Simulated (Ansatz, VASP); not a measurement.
## Ba5Na4Al2O10: VASP beside Ansatz

Contents of INCAR:

```
PREC = Accurate
ENCUT = 520
EDIFF = 1E-6
ISMEAR = -1
SIGMA = 0.293
LREAL = Auto
LASPH = T
NELM = 100
ALGO = Normal
ISIF = 2
LWAVE = F
LCHARG = F
GGA = PE
NBANDS = 88
```

Contents of KPOINTS:

```
regular mesh
0
Gamma
  3 3 3
```

Contents of POSCAR:

```
Ba5Na4Al2O10
1.0
    6.9327090000     -0.0765500000      0.0671430000
   -0.0765500000      7.2143380000     -0.0554530000
    0.0671430000     -0.0554530000      6.7389310000
Ba O Al Na
5 10 2 4
Direct
    0.6666875631      0.9328447754      0.1399243963
    0.3285313796      0.6470583028      0.9017299382
    0.8711304201      0.7106457479      0.7343499377
    0.3645743662      0.1781417975      0.6655042324
    0.9094197561      0.1899667767      0.6160849767
    0.9916124897      0.2051535249      0.1927872159
    0.5939496038      0.4683681257      0.7993143083
    0.1383654563      0.4866473574      0.5643952362
    0.3948194392      0.5415271330      0.2512628841
    0.0815491854      0.8414019501      0.4343892993
    0.6253205601      0.0964947938      0.7847586663
    0.6222308353      0.1126239430      0.4194798047
    0.3034287317      0.9201608304      0.0825865690
    0.0138559751      0.6390755406      0.1353131435
    0.0518220790      0.9515323380      0.9025028953
    0.0938398006      0.0162517657      0.1592778611
    0.2017335628      0.6523693688      0.3097087442
    0.7057296043      0.5507630141      0.1015292768
    0.1029027761      0.3677557355      0.9957017543
    0.5876982523      0.3100020104      0.1948334786
    0.5273845581      0.5850927810      0.5404023538
```

Input for Ansatz:

```yaml
crystal:
  lattice:
    - [6.932709, -0.07655, 0.067143]
    - [-0.07655, 7.214338, -0.055453]
    - [0.067143, -0.055453, 6.738931]
  atoms:
    - { symbol: Ba, position: [0.6666875631, 0.9328447754, 0.1399243963] }
    - { symbol: Ba, position: [0.3285313796, 0.6470583028, 0.9017299382] }
    - { symbol: Ba, position: [0.8711304201, 0.7106457479, 0.7343499377] }
    - { symbol: Ba, position: [0.3645743662, 0.1781417975, 0.6655042324] }
    - { symbol: Ba, position: [0.9094197561, 0.1899667767, 0.6160849767] }
    - { symbol: O, position: [0.9916124897, 0.2051535249, 0.1927872159] }
    - { symbol: O, position: [0.5939496038, 0.4683681257, 0.7993143083] }
    - { symbol: O, position: [0.1383654563, 0.4866473574, 0.5643952362] }
    - { symbol: O, position: [0.3948194392, 0.541527133, 0.2512628841] }
    - { symbol: O, position: [0.0815491854, 0.8414019501, 0.4343892993] }
    - { symbol: O, position: [0.6253205601, 0.0964947938, 0.7847586663] }
    - { symbol: O, position: [0.6222308353, 0.112623943, 0.4194798047] }
    - { symbol: O, position: [0.3034287317, 0.9201608304, 0.082586569] }
    - { symbol: O, position: [0.0138559751, 0.6390755406, 0.1353131435] }
    - { symbol: O, position: [0.051822079, 0.951532338, 0.9025028953] }
    - { symbol: Al, position: [0.0938398006, 0.0162517657, 0.1592778611] }
    - { symbol: Al, position: [0.2017335628, 0.6523693688, 0.3097087442] }
    - { symbol: Na, position: [0.7057296043, 0.5507630141, 0.1015292768] }
    - { symbol: Na, position: [0.1029027761, 0.3677557355, 0.9957017543] }
    - { symbol: Na, position: [0.5876982523, 0.3100020104, 0.1948334786] }
    - { symbol: Na, position: [0.5273845581, 0.585092781, 0.5404023538] }
basis:
  ecutwfc: 420
kpoints:
  mp_grid: { grid: [3, 3, 3] }
hamiltonian:
  xc: pbe
scf:
  occupations: { method: fermi_dirac, width: 0.293 }
output:
  forces: true
  stress: true
  eigenvalues: true
  populations: true
  write_density: true
  write_potential: true
  elf: true
  volumetric_format: npy
```

Alike in both runs: task single point; functional PBE; k mesh 3 × 3 × 3; occupations fermi-dirac, width 0.293 eV; no spin polarisation.

|  | VASP | Ansatz |
| --- | --- | --- |
| version | VASP 6.6.1 | Ansatz 0.2.0 |
| potentials or method | VASP PAW PBE potentials, release 64 (Ba_sv, O, Al, Na_pv), cutoff 520 eV | scalar-relativistic, plane waves, PAW |
| valence electrons in the cell | 144 | 152 |

|  | VASP | Ansatz | Ansatz less VASP |
| --- | --- | --- | --- |
| gap on the k mesh at the Fermi level (eV) | 0.94 | 0.99 | +0.050 |
| least direct gap on the mesh (eV) | 0.98 | 1.03 | +0.051 |
| rms of the force components (eV/Å) | 2.080 | 2.001 | -0.0790 |

Atom by atom the forces differ by 0.246 eV/Å (rms over components). VASP's potentials hold 144 valence electrons a cell and Ansatz's 152, so a difference there can come from the potentials and not from the codes.

Spin-orbit coupling is off throughout.
